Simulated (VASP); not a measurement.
Write the native input for VASP 6.6.1 that does the following.

```yaml
Task: single point
Functional: LDA
Potentials_or_basis: VASP PAW LDA potentials, release 64 (Ga_d)
Cutoff: 500 eV
k_mesh: 6 × 6 × 6
Occupations: fermi-dirac, width 0.02 eV
Spin: no spin polarisation
Dipole_correction: no
Further_INCAR_settings: ALGO = Normal; EDIFF = 1e-06; NBANDS = 26
```

The structure of Ga lies in POSCAR:

```
Ga
1.0
    0.0000000000      3.4666300000      3.4666300000
    3.4666300000      0.0000000000      3.4666300000
    3.4666300000      3.4666300000      0.0000000000
Ga
3
Direct
    0.2500000000      0.2500000000      0.2500000000
    0.7500000000      0.7500000000      0.7500000000
    0.5000000000      0.5000000000      0.5000000000
```

These files were run (other wordings do the same):

INCAR

```
SYSTEM = Ga
PREC = Accurate
ENCUT = 500
EDIFF = 1E-6
ISMEAR = -1
SIGMA = 0.02
LREAL = .FALSE.
LASPH = .TRUE.
NELM = 120
ALGO = Normal
ISIF = 2
LWAVE = .FALSE.
LCHARG = .FALSE.
NBANDS = 26
GGA_COMPAT = .FALSE.
```

KPOINTS

```
regular mesh
0
G
  6 6 6
  0 0 0
```

Potentials or basis: VASP PAW LDA potentials, release 64 (Ga_d).

Launch:

```sh
$ cat potpaw_LDA.64/Ga_d/POTCAR > POTCAR
$ mpirun -np 1 vasp_std > vasp.out
```

It gave:

| Property | Result |
| --- | --- |
| Pressure | -9.0 GPa |

It took 24 s on 1 thread of Intel(R) Xeon(R) Platinum 8375C CPU @ 2.90GHz (Ice Lake), with other jobs on the host, peak memory 0.17 GiB.
